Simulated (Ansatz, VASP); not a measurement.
Two plane-wave programs on Ir

File INCAR:

```
PREC = Accurate
ENCUT = 520
EDIFF = 1E-6
ISMEAR = 0
SIGMA = 0.15
LREAL = F
LASPH = T
NELM = 60
ALGO = Normal
ISIF = 2
LWAVE = F
LCHARG = F
GGA = PS
NBANDS = 10
```

File KPOINTS:

```
regular mesh
0
Gamma
  22 22 22
```

The input POSCAR:

```
Ir
1.0
    0.0000000000      1.8237150000      1.8237150000
    1.8237150000      0.0000000000      1.8237150000
    1.8237150000      1.8237150000      0.0000000000
Ir
1
Direct
    0.0000000000      0.0000000000      0.0000000000
```

Input for Ansatz:

```yaml
crystal:
  lattice:
    - [0.0, 1.823715, 1.823715]
    - [1.823715, 0.0, 1.823715]
    - [1.823715, 1.823715, 0.0]
  atoms:
    - { symbol: Ir, position: [0.0, 0.0, 0.0] }
basis:
  ecutwfc: 420
kpoints:
  mp_grid: { grid: [22, 22, 22] }
hamiltonian:
  xc: pbesol
scf:
  occupations: { method: gaussian, width: 0.15 }
output:
  forces: true
  stress: true
  eigenvalues: true
```

Change from the starting cell: strain -0.050 along x and y, -0.050 along z, atoms carried along.

Alike in both runs: task single point; functional PBEsol; k mesh 22 × 22 × 22; occupations gaussian, width 0.15 eV; no spin polarisation.

|  | VASP | Ansatz |
| --- | --- | --- |
| version | VASP 6.6.1 | Ansatz 0.2.0 |
| potentials or method | VASP PAW PBE potentials, release 64 (Ir), cutoff 520 eV | scalar-relativistic, plane waves, PAW |
| valence electrons in the cell | 9 | 17 |

```tsv
	VASP	Ansatz	Ansatz less VASP
gap on the k mesh at the Fermi level (eV)	none	none	-
pressure (GPa)	84.8	81.9	-2.93
```

VASP's potentials were made for PBE, not for PBEsol. A gap of «none» marks a metal or a gap that the smearing closes. Both programs put the cell under a high pressure, so it lies far from rest at this level. VASP's potentials hold 9 valence electrons a cell and Ansatz's 17, so a difference there can come from the potentials and not from the codes.

Neither program's run includes spin-orbit coupling. Noted on VASP's run: the cell as given lies far from equilibrium.
